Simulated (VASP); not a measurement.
Crystal: Ti.

```
Ti
1.0
     0.00000    2.00970    2.03000
     2.00970    0.00000    2.03000
     2.00970    2.00970    0.00000
Ti
1
Direct
  0.00000 0.00000 0.00000
```

This cell differs from its parent crystal: equal xx and yy strain of -1 %.

Base run:

* Program: VASP 6.6.1
* Functional: PBE
* Potentials or basis: VASP PAW PBE potentials, release 64 (Ti_sv)
* Cutoff: 500 eV
* k mesh: 15 × 15 × 15
* Occupations: fermi-dirac, width 0.05 eV
* Spin: no spin polarisation

Its results: band gap on the k mesh zero (bands 6 and 7 overlap by 1.16 eV); pressure 6.6 GPa.

Question: The run is repeated on the same cell with these changes: cutoff from 500 eV to 400 eV; further incar settings from ALGO = Normal; EDIFF = 1e-06; NBANDS = 12 to ALGO = Normal; EDIFF = 1e-08; NBANDS = 12. What comes out?

Answer: Band gap on the k mesh zero (bands 6 and 7 overlap by 1.16 eV); pressure 5.9 GPa.

Caveats: the cell stands under pressure.
